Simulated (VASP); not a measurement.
Here is a VASP 6.6.1 calculation.

File INCAR:

```
PREC     = Accurate       # precision mode
ENCUT    = 600            # plane-wave cutoff, eV
EDIFF    = 1E-6           # SCF threshold, eV
ISMEAR   = 0              # smearing method
SIGMA    = 0.05           # smearing width, eV
LREAL    = False          # projectors in reciprocal space
LASPH    = True           # aspherical terms in the spheres
NELM     = 200            # most SCF steps
ALGO     = Normal         # electronic algorithm
ISIF     = 2              # what is computed and relaxed
LWAVE    = False          # write WAVECAR
LCHARG   = True           # write CHGCAR
ISPIN    = 2              # spin polarisation
MAGMOM   = 3 -3 0 0       # initial moments
LORBIT   = 11             # projections on sites
LMAXMIX  = 4              # l up to which the mixer works
GGA      = PE             # functional
LVHAR    = True         
NBANDS   = 27             # bands
GGA_COMPAT= False        
KPAR     = 4
```

The input KPOINTS:

```
Automatic mesh
0
Gamma
  16 8 16
```

POSCAR

```
CoO
1.0
   -1.5080004431      1.5080004431      2.1072503604
    3.0160008862     -3.0160008862      4.2145007208
    1.5080004431      1.5080004431     -2.1072503604
Co O
2 2
Direct
    0.0000000000      0.0000000000      0.0000000000
    0.0000000000      0.5000000000      0.0000000000
    0.5000000000      0.2500000000      0.0000000000
    0.5000000000      0.7500000000      0.0000000000
```

Potentials or basis: VASP PAW PBE potentials, release 64 (Co, O).

Run with:

```bash
$ cat potpaw_PBE.64/Co/POTCAR potpaw_PBE.64/O/POTCAR > POTCAR
$ mpirun -np 4 vasp_std > vasp.out
```

(1) Predict the pressure.

(2) What does it give for the net moment?

(3) Estimate the band gap on the k mesh.

(4) Predict the site moments.

Answers

(1) -2.7 GPa.

(2) 0.00 μB per cell.

(3) zero (filled and empty bands overlap).

(4) Co +2.42, -2.42; O +0.00 μB.

Caveat: the stress differs along the axes, from -6 to -0 GPa; semilocal functionals often make such compounds metallic where correlation or magnetic order opens a gap, which also shifts bond lengths.
